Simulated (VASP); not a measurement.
# PbS (C2/m) in VASP: settings compared

PbS is run at these levels: LDA, PBE, r2SCAN; tasks: single point.

All numbers are computed with VASP 6.6.1; they aren't measurements. Logs are shortened: lines on timing, memory, paths and dates and some standing lists are left out, and cuts for length are marked.

## Step 1: The cell of the first run

The typed cell holds 4 atoms: a = 4.199 Å, b = 4.199 Å, c = 5.955 Å, α = 90.03°, β = 90.03°, γ = 90.00°.

## Step 2: Single point, LDA

Contents of INCAR:

```
  PREC = Accurate
  ENCUT = 520
  EDIFF = 1E-7
  ISMEAR = 0
  SIGMA = 0.01
  LREAL = F
  LASPH = T
  NELM = 80
  ALGO = Normal
  ISIF = 2
  LWAVE = F
  LCHARG = F
  GGA = CA
  NBANDS = 28
```

Contents of KPOINTS:

```
regular mesh
0
Gamma
  4 4 2
```

Contents of POSCAR:

```
PbS
1.0
    2.9546857060     -2.9689146782      0.2885111679
    2.9546857060      2.9689146782      0.2885111679
   -0.5835654437      0.0000000000      5.9261898233
Pb S
2 2
Direct
    0.7499848511      0.7499848511      0.7500022177
    0.2500151489      0.2500151489      0.2499977823
    0.2500793338      0.2500793338      0.7500269652
    0.7499206662      0.7499206662      0.2499730348
```

Potentials or basis: VASP PAW LDA potentials, release 64 (Pb_d, S).

Command:

```sh
$ cat potpaw_LDA.64/Pb_d/POTCAR potpaw_LDA.64/S/POTCAR > POTCAR
$ mpirun -np 1 vasp_std > vasp.out
```

OUTCAR:

```text
PREC = Accurate
   ENCUT = 520
   EDIFF = 1E-7
   ISMEAR = 0
   LREAL = F
   LASPH = T
   NELM = 80
   ISIF = 2
   GGA = CA

 ion  position               nearest neighbor table
   1  0.750  0.750  0.750-   3 2.97   3 2.97   3 2.97   3 2.97   4 2.98   4 2.98
   2  0.250  0.250  0.250-   4 2.97   4 2.97   4 2.97   4 2.97   3 2.98   3 2.98
   3  0.250  0.250  0.750-   1 2.97   1 2.97   1 2.97   1 2.97   2 2.98   2 2.98
   4  0.750  0.750  0.250-   2 2.97   2 2.97   2 2.97   2 2.97   1 2.98   1 2.98

  LATTYP: Found a base centered monoclinic cell.
 ALAT       =     5.9374763377
 B/A-ratio  =     1.0000594560
 C/A-ratio  =     1.0029266102
 COS(beta)  =    -0.0008191085

  Lattice vectors:

 A1 = (   2.9546857060,  -2.9689146782,   0.2885111679)
 A2 = (   2.9546857060,   2.9689146782,   0.2885111679)
 A3 = (  -0.5835654437,   0.0000000000,   5.9261898233)

Analysis of symmetry for initial positions (statically):
=====================================================================
 Subroutine PRICEL returns:
 Original cell was already a primitive cell.

 Routine SETGRP: Setting up the symmetry group for a
 base centered monoclinic supercell.

 Subroutine GETGRP returns: Found  4 space group operations
 (whereof  4 operations were pure point group operations)
 out of a pool of  4 trial point group operations.

The static configuration has the point symmetry C_2h.

Analysis of symmetry for dynamics (positions and initial velocities):
=====================================================================
 Subroutine PRICEL returns:
 Original cell was already a primitive cell.

 Routine SETGRP: Setting up the symmetry group for a
 base centered monoclinic supercell.

 Subroutine GETGRP returns: Found  4 space group operations
 (whereof  4 operations were pure point group operations)
 out of a pool of  4 trial point group operations.

The dynamic configuration has the point symmetry C_2h.

 Subroutine INISYM returns: Found  4 space group operations
 (whereof  4 operations are pure point group operations),
 and found     1 'primitive' translations

----------------------------------------------------------------------------------------

                                     Primitive cell

  volume of cell :     104.9713

  direct lattice vectors                    reciprocal lattice vectors
     2.954685706 -2.968914678  0.288511168     0.167611096 -0.168411711  0.016505047
     2.954685706  2.968914678  0.288511168     0.167611096  0.168411711  0.016505047
    -0.583565444  0.000000000  5.926189823    -0.016319988  0.000000000  0.167135419

  length of vectors
     4.198554594  4.198554594  5.954853017     0.238177246  0.238177246  0.167930314

  position of ions in fractional coordinates (direct lattice)
     0.749984851  0.749984851  0.750002218
     0.250015149  0.250015149  0.249997782
     0.250079334  0.250079334  0.750026965
     0.749920666  0.749920666  0.249973035

  ion indices of the primitive-cell ions
   primitive index   ion index
                 1           1
                 2           2
                 3           3
                 4           4

----------------------------------------------------------------------------------------

 KPOINTS: regular mesh

Automatic generation of k-mesh.
 Grid dimensions read from file:
 generate k-points for:    4    4    2

 Generating k-lattice:

  Cartesian coordinates                     Fractional coordinates (reciprocal lattice)
     0.041902774 -0.042102928  0.004126262     0.250000000 -0.000000000 -0.000000000
     0.041902774  0.042102928  0.004126262    -0.000000000  0.250000000 -0.000000000
    -0.008159994  0.000000000  0.083567709     0.000000000  0.000000000  0.500000000

  Length of vectors
     0.059544311  0.059544311  0.083965157

  Shift w.r.t. Gamma in fractional coordinates (k-lattice)
     0.000000000  0.000000000  0.000000000

 Subroutine IBZKPT returns following result:
 ===========================================

 Found     14 irreducible k-points:

 Following reciprocal coordinates:
            Coordinates               Weight
  0.000000  0.000000  0.000000      1.000000
  0.250000  0.000000  0.000000      4.000000
  0.500000  0.000000  0.000000      2.000000
  0.250000  0.250000  0.000000      2.000000
  0.500000  0.250000  0.000000      4.000000
 -0.250000  0.250000  0.000000      2.000000
  0.500000  0.500000  0.000000      1.000000
  0.000000  0.000000  0.500000      1.000000
  0.250000  0.000000  0.500000      4.000000
  0.500000  0.000000  0.500000      2.000000
  0.250000  0.250000  0.500000      2.000000
  0.500000  0.250000  0.500000      4.000000
 -0.250000  0.250000  0.500000      2.000000
  0.500000  0.500000  0.500000      1.000000
   k-points           NKPTS =     14   k-points in BZ     NKDIM =     14   number of bands    NBANDS=     28
   number of dos      NEDOS =    301   number of ions     NIONS =      4
   total plane-waves  NPLWV =  49152
   dimension x,y,z NGX =    32 NGY =   32 NGZ =   48
   dimension x,y,z NGXF=    64 NGYF=   64 NGZF=   96
   ions per type =               2   2
   NGX,Y,Z   is equivalent  to a cutoff of  12.67, 12.67, 13.40 a.u.
   NGXF,Y,Z  is equivalent  to a cutoff of  25.34, 25.34, 26.80 a.u.
 SYSTEM =  unknown system
   PREC   = accura    normal or accurate (medium, high low for compatibility)
   ISTART =      0    job   : 0-new  1-cont  2-samecut
   ICHARG =      2    charge: 1-file 2-atom 10-const
   ISPIN  =      1    spin polarized calculation?
   LNONCOLLINEAR =      F non collinear calculations
   LSORBIT =      F    spin-orbit coupling
   LASPH  =      T    aspherical Exc in radial PAW
   ENCUT  =  520.0 eV  38.22 Ry    6.18 a.u.   7.81  7.81 11.07*2*pi/ulx,y,z
   NELM   =     80;   NELMIN=  2; NELMDL= -5     # of ELM steps
   EDIFF  = 0.1E-06   stopping-criterion for ELM
   LREAL  =      F    real-space projection
   EDIFFG = 0.1E-05   stopping-criterion for IOM
   NSW    =      0    number of steps for IOM
   IBRION =     -1    ionic relax: 0-MD 1-quasi-New 2-CG
   NFREE  =      0    steps in history (QN), initial steepest desc. (CG)
   ISIF   =      2    stress and relaxation
   ISYM   =      2    0-nonsym 1-usesym 2-fastsym
   POTIM  = 0.5000    time-step for ionic-motion
   TEBEG  =    0.0;   TEEND  =   0.0 temperature during run
   PSTRESS=    0.0 pullay stress
   NELECT =      40.0000    total number of electrons
   NUPDOWN=      -1.0000    fix difference up-down
   EMIN   =  10.00;   EMAX   =-10.00  energy-range for DOS
   EFERMI =   0.00;   METHOD = LEGACY
   ISMEAR =     0;   SIGMA  =   0.01  broadening in eV -4-tet -1-fermi 0-gaus
   EFERMI_NEDOS =   21; number of points for ismear=-14 and -15
   IALGO  =     38    algorithm
   IMIX   =      4    mixing-type and parameters
     AMIX     =   0.40;   BMIX     =  1.00
     AMIX_MAG =   1.60;   BMIX_MAG =  1.00
  volume/ion in A,a.u.               =      26.24       177.10
  Fermi-wavevector in a.u.,A,eV,Ry     =   1.186874  2.242867 19.166121  1.408670
  Thomas-Fermi vector in A             =   2.323038
   LORBIT       =      0    0 simple, 1 ext, 2 COOP (PROOUT), +10 PAW based schemes
   GGA     = CA    functional components
   LHFCALC =     F    Hartree Fock is set to
   AEXX    =    0.0000 exact exchange contribution
   IVDW    =     0    specifies the selected vdW correction
   LEPSILON=     F    determine dielectric tensor
   LRPA    =     F    only Hartree local field effects (RPA)
 non-spin polarized calculation
 Gauss-broadening in eV      SIGMA  =   0.01
  energy-cutoff  :      520.00
  volume of cell :      104.97
 maximum number of plane-waves:      2848
   NGX = 15   NGY = 15   NGZ = 23

 number of electron      39.9999995 magnetization

 Free energy of the ion-electron system (eV)
  ---------------------------------------------------
  ext. energy  EPLUGINS =         0.00000000
  ---------------------------------------------------
  free energy    TOTEN  =       -19.53612797 eV

  energy without entropy =      -19.53612797  energy(sigma->0) =      -19.53612797

 E-fermi :   5.5977     XC(G=0):  -9.9977

 val. band max:        5.5433952541   @ k =   0.5000   0.0000   0.5000
 cond. band min:       5.7403918796   @ k =   0.5000   0.0000   0.5000
 fundamental gap:      0.1969966255
 Fermi energy:         5.5976625337

 k-point     1 :       0.0000    0.0000    0.0000
  band No.  band energies     occupation
      1     -11.4124      2.00000
      2     -11.2693      2.00000
      3     -11.2675      2.00000
      4     -11.2675      2.00000
      5     -11.2658      2.00000
      6     -11.2436      2.00000
[... 20 lines left out ...]
     27      11.0821      0.00000
     28      12.1856      0.00000

 k-point     2 :       0.2500    0.0000    0.0000
  band No.  band energies     occupation
      1     -11.3736      2.00000
      2     -11.2717      2.00000
      3     -11.2666      2.00000
      4     -11.2577      2.00000
      5     -11.2469      2.00000
      6     -11.2446      2.00000
[... 20 lines left out ...]
     27      11.6378      0.00000
     28      12.4372      0.00000

 k-point     3 :       0.5000    0.0000    0.0000
  band No.  band energies     occupation
      1     -11.3083      2.00000
      2     -11.3082      2.00000
      3     -11.2535      2.00000
      4     -11.2535      2.00000
      5     -11.2503      2.00000
      6     -11.2503      2.00000
[... 20 lines left out ...]
     27      13.7537      0.00000
     28      13.7553      0.00000

 k-point     4 :       0.2500    0.2500    0.0000
  band No.  band energies     occupation
      1     -11.3638      2.00000
      2     -11.3017      2.00000
      3     -11.2805      2.00000
      4     -11.2512      2.00000
      5     -11.2416      2.00000
      6     -11.2387      2.00000
[... 268 lines left out ...]
     27      13.3941      0.00000
     28      13.3954      0.00000

 k-point    13 :      -0.2500    0.2500    0.5000
  band No.  band energies     occupation
      1     -11.2974      2.00000
      2     -11.2974      2.00000
      3     -11.2682      2.00000
      4     -11.2682      2.00000
      5     -11.2473      2.00000
      6     -11.2473      2.00000
[... 20 lines left out ...]
     27      13.7480      0.00000
     28      13.7485      0.00000

 k-point    14 :       0.5000    0.5000    0.5000
  band No.  band energies     occupation
      1     -11.3415      2.00000
      2     -11.3415      2.00000
      3     -11.2634      2.00000
      4     -11.2634      2.00000
      5     -11.2512      2.00000
      6     -11.2512      2.00000
[... 20 lines left out ...]
     27      13.5479      0.00000
     28      13.5484      0.00000

------------------------ aborting loop because EDIFF is reached ----------------------------------------

  FORCE on cell =-STRESS in cart. coord.  units (eV):
  Direction    XX          YY          ZZ          XY          YZ          ZX
  --------------------------------------------------------------------------------------
  -------------------------------------------------------------------------------------
  Total       -2.2770820     -2.3122418      1.1149799      0.0000000      0.0000000     -0.3231156
  in kB      -34.7551165    -35.2917600     17.0179442      0.0000000      0.0000000     -4.9317151
  external PRESSURE =     -17.6763108 kB  Pullay stress =       0.0000000 kB

 VOLUME and BASIS-vectors are now :
 -----------------------------------------------------------------------------
  energy-cutoff  :      520.00
  volume of cell :      104.97
      direct lattice vectors                 reciprocal lattice vectors
     2.954685706 -2.968914678  0.288511168     0.167611096 -0.168411711  0.016505047
     2.954685706  2.968914678  0.288511168     0.167611096  0.168411711  0.016505047
    -0.583565444  0.000000000  5.926189823    -0.016319988  0.000000000  0.167135419

 POSITION                                       TOTAL-FORCE (eV/Angst)
 -----------------------------------------------------------------------------------
      3.99426      0.00000      4.87741        -0.000026      0.000000      0.000426
      1.33154      0.00000      1.62580         0.000026      0.000000     -0.000426
      1.04012      0.00000      4.58910         0.000537      0.000000      0.000865
      4.28568      0.00000      1.91411        -0.000537      0.000000     -0.000865
 -----------------------------------------------------------------------------------
    total drift:                                0.000000      0.000000     -0.000000

  FREE ENERGIE OF THE ION-ELECTRON SYSTEM (eV)
  ---------------------------------------------------
  free  energy   TOTEN  =       -19.5361279694 eV

  energy  without entropy=      -19.5361279694  energy(sigma->0) =      -19.53612797
```

Run time: 46 s. Hardware: 1 thread of Intel Xeon 8259CL, shared host; peak memory 0.19 GiB.

Results:

- Free energy: -19.5361 eV
- Pressure: -1.8 GPa
- Band gap on the k mesh: 0.20 eV

Stress tensor (GPa, compression positive):
```
-3.48  0.00 -0.49
 0.00 -3.53  0.00
-0.49  0.00  1.70
```

Levels at points of the mesh, in eV from the valence-band top:
| k point | band 18 | band 19 | band 20 | band 21 | band 22 | band 23 |
| --- | --- | --- | --- | --- | --- | --- |
| (0.00, 0.00, 0.00) | -2.13 | -2.13 | -2.10 | 3.74 | 4.97 | 5.05 |
| (0.50, 0.00, 0.00) | -1.84 | -0.80 | -0.80 | 1.31 | 1.31 | 2.30 |
| (0.50, 0.50, 0.00) | -3.43 | -3.41 | -3.41 | 3.72 | 3.72 | 5.45 |
| (0.00, 0.00, 0.50) | -2.80 | -1.75 | -1.75 | 2.29 | 2.29 | 4.62 |
| (0.50, 0.00, 0.50) | -1.71 | 0.00 | 0.00 | 0.20 | 0.20 | 1.80 |
| (0.50, 0.50, 0.50) | -4.44 | -0.99 | -0.99 | 2.00 | 2.00 | 4.56 |

Caveat: the k points lie up to 0.53 Å⁻¹ apart; spin-orbit coupling is left out, which moves the levels of the heavy elements. A k mesh can miss the band edges.

## Step 3: Single point, PBE

Contents of INCAR:

```
  PREC = Accurate
  ENCUT = 520
  EDIFF = 1E-7
  ISMEAR = 0
  SIGMA = 0.01
  LREAL = False
  LASPH = True
  NELM = 60
  ALGO = Normal
  ISIF = 2
  LWAVE = False
  LCHARG = False
  GGA = PE
  NBANDS = 28
```

KPOINTS is that of step 2.

POSCAR is that of step 2.

Potentials or basis: VASP PAW PBE potentials, release 64 (Pb_d, S).

Command:

```sh
$ cat potpaw_PBE.64/Pb_d/POTCAR potpaw_PBE.64/S/POTCAR > POTCAR
$ mpirun -np 1 vasp_std > vasp.out
```

Run time: 52 s. Hardware: 1 thread of Intel Xeon 8259CL, shared host; peak memory 0.22 GiB.

The run converged. Its results:

| Property | Result |
| --- | --- |
| Free energy | -17.1228 eV |
| Pressure | 2.9 GPa |
| Band gap on the k mesh | 0.36 eV |

Stress tensor (GPa, compression positive):
```
 1.25  0.00 -0.47
 0.00  1.19  0.00
-0.47  0.00  6.19
```

Levels at points of the mesh, in eV from the valence-band top:
```csv
k point,band 16,band 17,band 18,band 19,band 20,band 21,band 22,band 23,band 24,band 25
"(0.00, 0.00, 0.00)",-3.39,-3.39,-2.14,-2.14,-2.11,3.88,5.12,5.20,5.20,5.54
"(0.50, 0.00, 0.00)",-3.66,-1.86,-1.85,-0.78,-0.78,1.43,1.43,2.43,2.43,4.22
"(0.50, 0.50, 0.00)",-5.15,-3.41,-3.41,-3.39,-3.39,3.86,3.86,5.57,5.57,5.61
"(0.00, 0.00, 0.50)",-2.79,-2.79,-2.79,-1.73,-1.73,2.41,2.42,4.75,4.75,4.92
"(0.50, 0.00, 0.50)",-1.74,-1.74,-1.73,0.00,0.00,0.36,0.36,1.94,1.94,1.96
"(0.50, 0.50, 0.50)",-4.39,-4.39,-4.39,-1.01,-1.01,2.15,2.15,4.67,4.67,4.67
```

Caveat: the k points lie up to 0.53 Å⁻¹ apart; spin-orbit coupling is left out, which moves the levels of the heavy elements. A k mesh can miss the band edges.

(Part 1 of 2 ends here.)
